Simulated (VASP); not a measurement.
A run of VASP 6.6.1 is set up as follows.

Contents of INCAR:

```
PREC = Accurate
ENCUT = 520
EDIFF = 1E-7
ISMEAR = -1
SIGMA = 0.1
LREAL = False
LASPH = True
NELM = 80
ALGO = Normal
ISIF = 2
LWAVE = False
LCHARG = False
GGA = PE
NBANDS = 30
```

KPOINTS

```
regular mesh
0
Gamma
  6 6 6
```

File POSCAR:

```
GeIrI3
1.0
    3.9067910000      2.2555830000      3.3061560000
   -3.9067910000      2.2555830000      3.3061560000
    0.0000000000     -4.5111750000      3.3061560000
I Ir Ge
3 1 1
Direct
    0.5069300000      0.9987400000      0.5069300000
    0.5069300000      0.5069300000      0.9987400000
    0.9987400000      0.5069300000      0.5069300000
    0.0100000000      0.0100000000      0.0100000000
    0.5394300000      0.5394300000      0.5394300000
```

Potentials or basis: VASP PAW PBE potentials, release 64 (I, Ir, Ge_d).

Run with:

```console
$ cat potpaw_PBE.64/I/POTCAR potpaw_PBE.64/Ir/POTCAR potpaw_PBE.64/Ge_d/POTCAR > POTCAR
$ mpirun -np 1 vasp_std > vasp.out
```

Problem. What does it give for the band gap on the k mesh?

Solution. Zero (bands 22 and 23 overlap by 0.43 eV).

Problem. Predict the pressure.

Solution. 1.8 GPa.

Problem. Predict the largest force.

Solution. 0.972 eV/Å.

Forces in eV/Å, atoms in the order of the input:
```
I   -0.768  0.443  0.298
I    0.000 -0.887  0.298
I    0.768  0.443  0.298
Ir   0.000  0.000  0.078
Ge   0.000  0.000 -0.972
```

Caveat: spin-orbit coupling is left out, which moves the levels of the heavy elements.
